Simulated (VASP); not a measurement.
# PtS2 (P3m1) in VASP: further runs, part 2 of 2

VASP 6.6.1.

**3. Single point, PBE (atom 2 (S) moved by (+0.000, +0.300) A along [1 1 0] and z)**

File INCAR:

```
SYSTEM = PtS2
PREC     = Accurate       ! precision mode
ENCUT    = 520            ! plane-wave cutoff, eV
EDIFF    = 1E-7           ! SCF threshold, eV
ISMEAR   = 0              ! smearing method
SIGMA    = 0.05           ! smearing width, eV
LREAL    = .FALSE.        ! projectors in reciprocal space
LASPH    = .TRUE.         ! aspherical terms in the spheres
NELM     = 100            ! most SCF steps
ALGO     = Normal         ! electronic algorithm
ISIF     = 2              ! what is computed and relaxed
LWAVE    = .FALSE.        ! write WAVECAR
LCHARG   = .TRUE.         ! write CHGCAR
GGA      = PE             ! functional
LELF     = .TRUE.         ! ELF
LVHAR    = .TRUE.       
NBANDS   = 18             ! bands
```

File KPOINTS:

```
regular mesh
0
G
  12 12 8
  0 0 0
```

File POSCAR:

```
PtS2
1.0
    3.5431994758      0.0000000000      0.0000000000
   -1.7715997379      3.0685007567      0.0000000000
    0.0000000000      0.0000000000      5.0388000000
Pt S
1 2
Direct
    0.0000000000      0.0000000000      0.0000000000
    0.3333333333      0.6666666667      0.3095379852
    0.6666666667      0.3333333333      0.7500000000
```

Potentials or basis: VASP PAW PBE potentials, release 64 (Pt, S).

Started as:

```console
$ cat potpaw_PBE.64/Pt/POTCAR potpaw_PBE.64/S/POTCAR > POTCAR
$ mpirun -np 1 vasp_std > vasp.out
```

OUTCAR:

```text
SYSTEM = PtS2
   PREC = Accurate
   ENCUT = 520
   EDIFF = 1E-7
   ISMEAR = 0
   LREAL = .FALSE.
   LASPH = .TRUE.
   NELM = 100
   ISIF = 2
   GGA = PE

 ion  position               nearest neighbor table
   1  0.000  0.000  0.000-   3 2.40   3 2.40   3 2.40   2 2.57   2 2.57   2 2.57
   2  0.333  0.667  0.310-   1 2.57   1 2.57   1 2.57
   3  0.667  0.333  0.750-   1 2.40   1 2.40   1 2.40

  LATTYP: Found a hexagonal cell.
 ALAT       =     3.5431994758
 C/A-ratio  =     1.4221045229

  Lattice vectors:

 A1 = (   3.5431994758,   0.0000000000,   0.0000000000)
 A2 = (  -1.7715997379,   3.0685007567,   0.0000000000)
 A3 = (   0.0000000000,   0.0000000000,   5.0388000000)

Analysis of symmetry for initial positions (statically):
=====================================================================
 Subroutine PRICEL returns:
 Original cell was already a primitive cell.

 Routine SETGRP: Setting up the symmetry group for a
 hexagonal supercell.

 Subroutine GETGRP returns: Found  6 space group operations
[... 161 lines left out ...]
  ---------------------------------------------------
  ext. energy  EPLUGINS =         0.00000000
  ---------------------------------------------------
  free energy    TOTEN  =       -14.87252237 eV

  energy without entropy =      -14.87239606  energy(sigma->0) =      -14.87245922

 E-fermi :   6.9205     XC(G=0): -10.8245

 val. band max:        6.8859460205   @ k =   0.0000   0.1667   0.2500
 cond. band min:       7.0063516366   @ k =  -0.1667   0.5000   0.1250
 fundamental gap:      0.1204056161
 Fermi energy:         6.9204962828

 k-point     1 :       0.0000    0.0000    0.0000
  band No.  band energies     occupation
      1      -8.2048      2.00000
      2      -5.4104      2.00000
      3      -0.2008      2.00000
      4       1.0670      2.00000
      5       1.0670      2.00000
      6       3.3675      2.00000
[... 481 lines left out ...]
      5       1.3252      2.00000
      6       2.7364      2.00000
[... 10 lines left out ...]
     17      16.1740      0.00000
     18      16.3178      0.00000

 [... further k-points ...]
[... 5 lines left out ...]
  --------------------------------------------------------------------------------------
  -------------------------------------------------------------------------------------
  Total       -1.1196414     -1.1196414     -3.7712283      0.0000000     -0.0000000     -0.0000000
  in kB      -32.7446671    -32.7446671   -110.2921101      0.0000000     -0.0000000     -0.0000000
  external PRESSURE =     -58.5938148 kB  Pullay stress =       0.0000000 kB

 VOLUME and BASIS-vectors are now :
 -----------------------------------------------------------------------------
  energy-cutoff  :      520.00
  volume of cell :       54.78
      direct lattice vectors                 reciprocal lattice vectors
     3.543199476  0.000000000  0.000000000     0.282230794  0.162946025  0.000000000
    -1.771599738  3.068500757  0.000000000     0.000000000  0.325892049  0.000000000
     0.000000000  0.000000000  5.038800000     0.000000000  0.000000000  0.198459951

 POSITION                                       TOTAL-FORCE (eV/Angst)
 -----------------------------------------------------------------------------------
      0.00000      0.00000      0.00000         0.000000     -0.000000      1.813935
     -0.00000      2.04567      1.55970         0.000000      0.000000     -2.594488
      1.77160      1.02283      3.77910        -0.000000      0.000000      0.780553
 -----------------------------------------------------------------------------------
    total drift:                                0.000000      0.000000     -0.000097

  FREE ENERGIE OF THE ION-ELECTRON SYSTEM (eV)
  ---------------------------------------------------
  free  energy   TOTEN  =       -14.8725223722 eV

  energy  without entropy=      -14.8723960598  energy(sigma->0) =      -14.87245922
```

OSZICAR:

```text
N       E                     dE             d eps       ncg     rms          rms(c)
DAV:   1     0.108425883120E+03    0.10843E+03   -0.10367E+04  4788   0.109E+03
DAV:   2    -0.107856399285E+02   -0.11921E+03   -0.11540E+03  5828   0.216E+02
DAV:   3    -0.160780511673E+02   -0.52924E+01   -0.52453E+01  5870   0.460E+01
DAV:   4    -0.161333474493E+02   -0.55296E-01   -0.55263E-01  6152   0.527E+00
DAV:   5    -0.161341124567E+02   -0.76501E-03   -0.76495E-03  6018   0.612E-01    0.156E+01
DAV:   6    -0.153474705105E+02    0.78664E+00   -0.70084E+00  4918   0.251E+01    0.123E+01
DAV:   7    -0.148885975097E+02    0.45887E+00   -0.21220E+00  4820   0.125E+01    0.549E+00
DAV:   8    -0.148790408478E+02    0.95567E-02   -0.19037E-01  5626   0.237E+00    0.163E+00
DAV:   9    -0.148724650635E+02    0.65758E-02   -0.30335E-02  5678   0.119E+00    0.438E-01
DAV:  10    -0.148724528885E+02    0.12175E-04   -0.33875E-03  5412   0.408E-01    0.177E-01
DAV:  11    -0.148724907234E+02   -0.37835E-04   -0.35110E-04  5896   0.121E-01    0.848E-02
DAV:  12    -0.148725177583E+02   -0.27035E-04   -0.88160E-05  5918   0.600E-02    0.186E-02
DAV:  13    -0.148725216681E+02   -0.39098E-05   -0.16778E-05  5396   0.253E-02    0.104E-02
DAV:  14    -0.148725223473E+02   -0.67915E-06   -0.16431E-06  5762   0.859E-03    0.387E-03
DAV:  15    -0.148725223722E+02   -0.24897E-07   -0.38762E-07  5618   0.404E-03
   1 F= -.14872522E+02 E0= -.14872459E+02  d E =-.126312E-03
```

Wall time 60 s (1 thread of AMD EPYC 9R45 (Zen 5), shared host); peak memory 0.24 GiB.

Results:

```yaml
Free_energy: -14.8725 eV
Pressure: -5.9 GPa
Largest_force: 2.594 eV/Å
Band_gap_on_the_k_mesh: zero (bands 11 and 12 overlap by 0.28 eV)
```

Forces on the atoms (eV/Å):
```
Pt   0.000  0.000  1.814
S    0.000  0.000 -2.594
S    0.000  0.000  0.781
```

Stress tensor (GPa, compression positive):
```
 -3.27   0.00   0.00
  0.00  -3.27   0.00
  0.00   0.00 -11.03
```

Caveat: the cell differs from its parent crystal (atom 2 (S) moved by (+0.000, +0.300) A along [1 1 0] and z); the stress differs along the axes, from -11 to -3 GPa; spin-orbit coupling is left out, which moves the levels of the heavy elements; forces of over 1 eV/Å act on the atoms, so gaps and moduli don't describe the material at rest.

The gap in the log of VASP goes by the Fermi energy; the results here count the filled bands.